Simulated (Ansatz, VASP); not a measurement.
One calculation of AlP, two programs

```
Al P
1.0
     0.00000    2.66986    2.66986
     2.66986    0.00000    2.66986
     2.66986    2.66986    0.00000
Al P
1 1
Direct
  0.00000 0.00000 0.00000
  0.25000 0.25000 0.25000
```

Alike in both runs: task single point; functional PBE; k mesh 6 × 6 × 6; no spin polarisation.

```csv
,VASP,Ansatz
version,VASP 6.6.1,Ansatz 0.2.0
potentials or method,"VASP PAW PBE potentials, release 64 (Al, P), cutoff 500 eV","plane waves, PAW"
occupations,"gaussian, width 0.01 eV",fixed
valence electrons in the cell,8,8
```

Ansatz gave:

| Item | Value |
| --- | --- |
| pressure (GPa) | 9.4 |

Q: Which values does VASP return?

A: Pressure (GPa): 9.2.
